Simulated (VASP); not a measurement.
# ZnSnN2 (P-4m2) in VASP: notebook, part 2 of 3

VASP 6.6.1. The steps go on from the part before.

## 5. Single point, r2SCAN

POSCAR reads:

```
ZnSnN2
1.0
    3.3820201404      0.0000000000      0.0000000000
    0.0000000000      3.3820201404      0.0000000000
    0.0000000000      0.0000000000      4.6996405255
Zn N Sn
1 2 1
Direct
    0.0000000000      0.0000000000      0.0000000000
    0.0000000000      0.5000000000      0.2448435878
    0.5000000000      0.0000000000      0.7551564122
    0.5000000000      0.5000000000      0.5000000000
```

INCAR.step1 reads:

```
SYSTEM = ZnSnN2
ALGO     = Normal         ! electronic algorithm
EDIFF    = 1E-4           ! SCF threshold, eV
ENCUT    = 520            ! plane-wave cutoff, eV
GGA      = PE             ! functional
ISMEAR   = -1             ! smearing method
LASPH    = .TRUE.         ! aspherical terms in the spheres
LCHARG   = .FALSE.        ! write CHGCAR
LREAL    = .FALSE.        ! projectors in reciprocal space
LWAVE    = .TRUE.         ! write WAVECAR
NBANDS   = 26             ! bands
NELM     = 80             ! most SCF steps
PREC     = Accurate       ! precision mode
SIGMA    = 0.02           ! smearing width, eV
```

INCAR.step2 reads:

```
SYSTEM = ZnSnN2
ALGO     = Normal         ! electronic algorithm
EDIFF    = 1E-7           ! SCF threshold, eV
ENCUT    = 520            ! plane-wave cutoff, eV
ISIF     = 2              ! what is computed and relaxed
ISMEAR   = -1             ! smearing method
ISTART   = 1            
LASPH    = .TRUE.         ! aspherical terms in the spheres
LCHARG   = .FALSE.        ! write CHGCAR
LMIXTAU  = .TRUE.       
LREAL    = .FALSE.        ! projectors in reciprocal space
LWAVE    = .FALSE.        ! write WAVECAR
METAGGA  = R2SCAN         ! meta-GGA
NBANDS   = 26             ! bands
NELM     = 80             ! most SCF steps
PREC     = Accurate       ! precision mode
SIGMA    = 0.02           ! smearing width, eV
```

KPOINTS reads:

```
k-points
0
G
  6 6 6
  0 0 0
```

Potentials or basis: VASP PAW PBE potentials, release 64 (Zn, N, Sn_d).

Launch:

```console
$ cat potpaw_PBE.64/Zn/POTCAR potpaw_PBE.64/N/POTCAR potpaw_PBE.64/Sn_d/POTCAR > POTCAR
$ cp INCAR.step1 INCAR
$ mpirun -np 1 vasp_std > vasp.out
$ cp INCAR.step2 INCAR
$ mpirun -np 1 vasp_std > vasp.out
```

OUTCAR:

```text
SYSTEM = ZnSnN2
   EDIFF = 1E-7
   ENCUT = 520
   ISIF = 2
   ISMEAR = -1
   ISTART = 1
   LASPH = .TRUE.
   LREAL = .FALSE.
   METAGGA = R2SCAN
   NELM = 80
   PREC = Accurate

 ion  position               nearest neighbor table
   1  0.000  0.000  0.000-   2 2.05   3 2.05   2 2.05   3 2.05   4 3.35   4 3.35   4 3.35   4 3.35
                             4 3.35   4 3.35   4 3.35   4 3.35
   2  0.000  0.500  0.245-   1 2.05   1 2.05   4 2.07   4 2.07
   3  0.500  0.000  0.755-   1 2.05   1 2.05   4 2.07   4 2.07
   4  0.500  0.500  0.500-   2 2.07   3 2.07   3 2.07   2 2.07   1 3.35   1 3.35   1 3.35   1 3.35
                             1 3.35   1 3.35   1 3.35   1 3.35

  LATTYP: Found a simple tetragonal cell.
 ALAT       =     3.3820201404
 C/A-ratio  =     1.3895956648

  Lattice vectors:

 A1 = (   3.3820201404,   0.0000000000,   0.0000000000)
 A2 = (   0.0000000000,   3.3820201404,   0.0000000000)
 A3 = (   0.0000000000,   0.0000000000,   4.6996405255)

Analysis of symmetry for initial positions (statically):
=====================================================================
 Subroutine PRICEL returns:
 Original cell was already a primitive cell.

 Routine SETGRP: Setting up the symmetry group for a
 simple tetragonal supercell.

 Subroutine GETGRP returns: Found  8 space group operations
 (whereof  8 operations were pure point group operations)
 out of a pool of 16 trial point group operations.

The static configuration has the point symmetry D_2d.

Analysis of symmetry for dynamics (positions and initial velocities):
=====================================================================
 Subroutine PRICEL returns:
 Original cell was already a primitive cell.

 Routine SETGRP: Setting up the symmetry group for a
 simple tetragonal supercell.

 Subroutine GETGRP returns: Found  8 space group operations
 (whereof  8 operations were pure point group operations)
[... 118 lines left out ...]
   NUPDOWN=      -1.0000    fix difference up-down
   EMIN   =  10.00;   EMAX   =-10.00  energy-range for DOS
   EFERMI =   0.00;   METHOD = LEGACY
   ISMEAR =    -1;   SIGMA  =   0.02  broadening in eV -4-tet -1-fermi 0-gaus
   EFERMI_NEDOS =   21; number of points for ismear=-14 and -15
   IALGO  =     38    algorithm
   IMIX   =      4    mixing-type and parameters
     AMIX     =   0.40;   BMIX     =  1.00
     AMIX_MAG =   1.60;   BMIX_MAG =  1.00
  volume/ion in A,a.u.               =      13.44        90.69
  Fermi-wavevector in a.u.,A,eV,Ry     =   1.432309  2.706671 27.912467  2.051508
  Thomas-Fermi vector in A             =   2.551950
   LORBIT       =      0    0 simple, 1 ext, 2 COOP (PROOUT), +10 PAW based schemes
   METAGGA = R2SCAN    functional components
   LHFCALC =     F    Hartree Fock is set to
   AEXX    =    0.0000 exact exchange contribution
   IVDW    =     0    specifies the selected vdW correction
   LEPSILON=     F    determine dielectric tensor
   LRPA    =     F    only Hartree local field effects (RPA)
 non-spin polarized calculation
  energy-cutoff  :      520.00
  volume of cell :       53.75
 maximum number of plane-waves:      1465
 NGX is ok and might be reduce to    28
   NGX = 13   NGY = 13   NGZ = 17

 number of electron      35.9999979 magnetization

 Free energy of the ion-electron system (eV)
  ---------------------------------------------------
  ext. energy  EPLUGINS =         0.00000000
  ---------------------------------------------------
  free energy    TOTEN  =       -52.31216886 eV

  energy without entropy =      -52.31216769  energy(sigma->0) =      -52.31216828

 E-fermi :   5.4148     XC(G=0): -11.8932

 val. band max:        5.2324867536   @ k =   0.0000   0.0000   0.0000
 cond. band min:       5.5753832715   @ k =   0.0000   0.0000   0.0000
 fundamental gap:      0.3428965178
 Fermi energy:         5.4147914709

 k-point     1 :       0.0000    0.0000    0.0000
  band No.  band energies     occupation
      1     -16.5645      2.00000
      2     -16.2369      2.00000
      3     -16.2369      2.00000
      4     -16.1803      2.00000
      5     -16.0436      2.00000
      6     -11.2490      2.00000
[... 685 lines left out ...]
     25      15.8637      0.00000
     26      16.3553      0.00000

 [... further k-points ...]
[... 5 lines left out ...]
  --------------------------------------------------------------------------------------
  -------------------------------------------------------------------------------------
  Total        0.1700862      0.1700862      0.1481330      0.0000000      0.0000000      0.0000000
  in kB        5.0694720      5.0694720      4.4151480      0.0000000      0.0000000      0.0000000
  external PRESSURE =       4.8513640 kB  Pullay stress =       0.0000000 kB

 VOLUME and BASIS-vectors are now :
 -----------------------------------------------------------------------------
  energy-cutoff  :      520.00
  volume of cell :       53.75
      direct lattice vectors                 reciprocal lattice vectors
     3.382020140  0.000000000  0.000000000     0.295681267  0.000000000  0.000000000
     0.000000000  3.382020140  0.000000000     0.000000000  0.295681267  0.000000000
     0.000000000  0.000000000  4.699640526     0.000000000  0.000000000  0.212782232

 POSITION                                       TOTAL-FORCE (eV/Angst)
 -----------------------------------------------------------------------------------
      0.00000      0.00000      0.00000        -0.000000      0.000000      0.000000
      0.00000      1.69101      1.15068         0.000000      0.000000     -0.009269
      1.69101      0.00000      3.54896         0.000000      0.000000      0.009269
      1.69101      1.69101      2.34982         0.000000     -0.000000      0.000000
 -----------------------------------------------------------------------------------
    total drift:                                0.000000      0.000000      0.000000

  FREE ENERGIE OF THE ION-ELECTRON SYSTEM (eV)
  ---------------------------------------------------
  free  energy   TOTEN  =       -52.3121688563 eV

  energy  without entropy=      -52.3121676940  energy(sigma->0) =      -52.31216828
```

OUTCAR.step1:

```text
SYSTEM = ZnSnN2
   EDIFF = 1E-4
   ENCUT = 520
   GGA = PE
   ISMEAR = -1
   LASPH = .TRUE.
[... 927 lines left out ...]
      0.00000      1.69101      1.15068        -0.000000      0.000000     -0.137944
      1.69101      0.00000      3.54896        -0.000000      0.000000      0.137944
      1.69101      1.69101      2.34982        -0.000000     -0.000000      0.000000
 -----------------------------------------------------------------------------------
    total drift:                                0.000000      0.000000      0.000000

  FREE ENERGIE OF THE ION-ELECTRON SYSTEM (eV)
  ---------------------------------------------------
  free  energy   TOTEN  =       -21.3697587689 eV

  energy  without entropy=      -21.3693339907  energy(sigma->0) =      -21.36954638
```

Run time: 3.7 min. Hardware: 1 thread of Intel Xeon Platinum 8375C at 2.90GHz (Ice Lake), shared host; peak memory 0.21 GiB.

What came out:

- Free energy: -52.3122 eV
- Pressure: 0.5 GPa
- Largest force: 0.009 eV/Å
- Band gap on the k mesh: 0.34 eV, direct

Forces on the atoms (eV/Å):
```
Zn   0.000  0.000  0.000
N    0.000  0.000 -0.009
N    0.000  0.000  0.009
Sn   0.000  0.000  0.000
```

Caveat: the PAW data sets were made with another functional, which shifts forces and pressure a little; spin-orbit coupling is left out, which moves the levels of the heavy elements.

(Continued in part 3 of 3.)
